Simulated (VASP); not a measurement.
Write the native input for VASP 6.6.1 that does the following.

| Item | Value |
| --- | --- |
| Task | relaxation of cell and atoms |
| Functional | PBEsol |
| Potentials or basis | VASP PAW PBE potentials, release 64 (Sn_d, O) |
| Cutoff | 600 eV |
| k mesh | 6 × 6 × 8 |
| Occupations | gaussian, width 0.03 eV |
| Spin | no spin polarisation |
| Further INCAR settings | ALGO = Normal; EDIFF = 1e-07; IBRION = 2; EDIFFG = -0.005; NSW = 90; ISIF = 3 |

The structure of SnO2 lies in POSCAR:

```
SnO2                                    
1.0
    4.7706380394     -0.0000000000      0.0000000000
   -0.0000000000      4.7706380394      0.0000000000
    0.0000000000      0.0000000000      3.2166384875
  Sn              O             
     2     4
Direct
     0.0000000000000000    0.0000000000000000    0.0000000000000000
     0.5000000000000000    0.5000000000000000    0.5000000000000000
     0.3063031679320566    0.3063031679320566    0.0000000000000000
     0.1936968320679434    0.8063031679320566    0.5000000000000000
     0.6936968320679434    0.6936968320679434    0.0000000000000000
     0.8063031679320566    0.1936968320679434    0.5000000000000000
```

One way to write it, as run:

INCAR

```
PREC     = Accurate       # precision mode
ENCUT    = 600            # plane-wave cutoff, eV
EDIFF    = 1E-7           # SCF threshold, eV
ISMEAR   = 0              # smearing method
SIGMA    = 0.03           # smearing width, eV
LREAL    = F              # projectors in reciprocal space
LASPH    = T              # aspherical terms in the spheres
NELM     = 80             # most SCF steps
ALGO     = Normal         # electronic algorithm
ISIF     = 3              # what is computed and relaxed
LWAVE    = F              # write WAVECAR
LCHARG   = F              # write CHGCAR
GGA      = PS             # functional
IBRION   = 2              # ionic algorithm
NSW      = 90             # ionic steps
EDIFFG   = -0.005         # ionic threshold
KPAR     = 2
```

KPOINTS

```
regular mesh
0
Gamma
  6 6 8
```

Potentials or basis: VASP PAW PBE potentials, release 64 (Sn_d, O).

The run is started by

```bash
$ cat potpaw_PBE.64/Sn_d/POTCAR potpaw_PBE.64/O/POTCAR > POTCAR
$ mpirun -np 2 vasp_std > vasp.out
```

It gave:

| Property | Result |
| --- | --- |
| Relaxed volume | 12.20 Å³/atom |
| Relaxed cell | a = 4.771 Å, b = 4.771 Å, c = 3.217 Å, α = 90.00°, β = 90.00°, γ = 90.00° |
| Space group after relaxing (to 0.1 Å) | P4_2/mnm (No. 136) |
| Energy gained by relaxing | 0.0 meV/atom |
| Ionic steps | 3 |
| Pressure after relaxing | 0.0 GPa |
| Band gap on the k mesh | 0.88 eV |

Caveat: the PAW data sets were made with another functional, which shifts forces and pressure a little; spin-orbit coupling is left out, which moves the levels of the heavy elements.

Wall time 3.7 min on 2 MPI ranks on Intel(R) Xeon(R) Platinum 8175M CPU @ 2.50GHz (Skylake/Cascade Lake), on a shared host, peak memory 0.27 GiB a rank.
